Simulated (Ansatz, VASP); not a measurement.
K: VASP beside Ansatz

```
CELL_PARAMETERS angstrom
0.00000 4.77606 4.77606
4.77606 0.00000 4.77606
4.77606 4.77606 0.00000
ATOMIC_POSITIONS crystal
K 0.12500 0.12500 0.12500
K 0.87500 0.87500 0.87500
```

Alike in both runs: task single point; functional RPBE; k mesh 6 × 6 × 6; occupations fermi-dirac, width 0.1 eV; no spin polarisation.

|  | VASP | Ansatz |
| --- | --- | --- |
| version | VASP 6.6.1 | Ansatz 0.2.0 |
| potentials or method | VASP PAW PBE potentials, release 64 (K_sv), cutoff 520 eV | plane waves (420 eV) with PAW, scalar-relativistic |
| valence electrons in the cell | 18 | 18 |

```csv
,VASP,Ansatz,Ansatz less VASP
pressure (GPa),0.2,0.2,+0.01
```

VASP's potentials were made for PBE, not for RPBE.
